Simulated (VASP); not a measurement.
**MgS: single point with r2SCAN**

Crystal: MgS.

```
Mg S
1.0
     0.00000    2.83088    2.78502
     2.83088    0.00000    2.78502
     2.83088    2.83088    0.00000
Mg S
1 1
Cartesian
  0.0000 0.0000 0.0000
  1.4154 1.4154 1.3925
```

This cell differs from its parent crystal: uniaxial z strain -1.6%.

* Program: VASP 6.6.1
* Task: single point
* Functional: r2SCAN
* Potentials or basis: VASP PAW PBE potentials, release 64 (Mg, S)
* Cutoff: 520 eV
* k mesh: 8 × 8 × 8
* Occupations: gaussian, width 0.01 eV
* Spin: no spin polarisation

```yaml
Pressure: 0.7 GPa
Band_gap_on_the_k_mesh: 4.19 eV
```

Stress tensor (GPa, compression positive):
```
0.61 0.00 0.00
0.00 0.61 0.00
0.00 0.00 0.96
```

Levels at points of the mesh, in eV from the valence-band top:
| k point | band 1 | band 2 | band 3 | band 4 | band 5 | band 6 | band 7 | band 8 | band 9 |
| --- | --- | --- | --- | --- | --- | --- | --- | --- | --- |
| (0.00, 0.00, 0.00) | -11.82 | -0.04 | -0.04 | 0.00 | 4.19 | 8.60 | 8.60 | 8.62 | 11.32 |
| (0.50, 0.00, 0.00) | -11.10 | -3.23 | -0.41 | -0.32 | 5.82 | 8.13 | 8.29 | 9.33 | 13.83 |
| (0.50, 0.50, 0.00) | -10.85 | -2.84 | -1.15 | -1.15 | 4.25 | 6.17 | 12.41 | 13.33 | 13.33 |
| (0.50, 0.00, 0.50) | -10.88 | -2.92 | -1.08 | -1.07 | 4.29 | 6.29 | 12.20 | 13.23 | 13.59 |

It took 3.9 min on 1 thread of Intel Xeon 8259CL, on a shared host, peak memory 0.19 GiB.

Caveat: the cell differs from its parent crystal (uniaxial z strain -1.6%); the PAW data sets were made with another functional, which shifts forces and pressure a little. A k mesh can miss the band edges.
